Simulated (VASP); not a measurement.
Write the native input for VASP 6.6.1 that does the following.

```
Task                   : relaxation of cell and atoms
Functional             : LDA
Potentials or basis    : VASP PAW LDA potentials, release 64 (Cu)
Cutoff                 : 600 eV
k mesh                 : 24 × 24 × 24
Occupations            : fermi-dirac, width 0.15 eV
Spin                   : no spin polarisation
Dipole correction      : no
Further INCAR settings : ALGO = Fast; EDIFF = 1e-06; IBRION = 2; EDIFFG = -0.001; NSW = 80; ISIF = 3
```

The structure of Cu lies in POSCAR:

```
Cu
1.0
   -1.4275229676      1.4275229676      1.3411469829
    1.4275229676     -1.4275229676      1.3411469829
    1.4275229676      1.4275229676     -1.3411469829
Cu
1
Direct
    0.0000000000      0.0000000000      0.0000000000
```

One way to write it, as run:

INCAR

```
  ALGO = Fast
  EDIFF = 1E-6
  EDIFFG = -0.001
  ENCUT = 600
  GGA = CA
  IBRION = 2
  ISIF = 3
  ISMEAR = -1
  LASPH = True
  LCHARG = False
  LREAL = False
  LWAVE = False
  NELM = 80
  NSW = 80
  PREC = Accurate
  SIGMA = 0.15
```

KPOINTS

```
k-points
0
Gamma
  24 24 24
```

Potentials or basis: VASP PAW LDA potentials, release 64 (Cu).

The run is started by

```sh
$ cat potpaw_LDA.64/Cu/POTCAR > POTCAR
$ mpirun -np 1 vasp_std > vasp.out
```

Results of the run:

```yaml
Relaxed_volume: 10.99 Å³/atom
Relaxed_cell: a = 2.428 Å, b = 2.428 Å, c = 2.428 Å, α = 107.83°, β = 107.83°, γ = 112.80°
Space_group_after_relaxing_to_0.05_Å: I4/mmm (No. 139)
Energy_gained_by_relaxing: 0.2 meV/atom
Ionic_steps: 14
Pressure_after_relaxing: 0.0 GPa
```

Run time: 6.8 min on 1 thread of AMD EPYC 9R14 (Zen 4), on a shared host, peak memory 0.22 GiB.
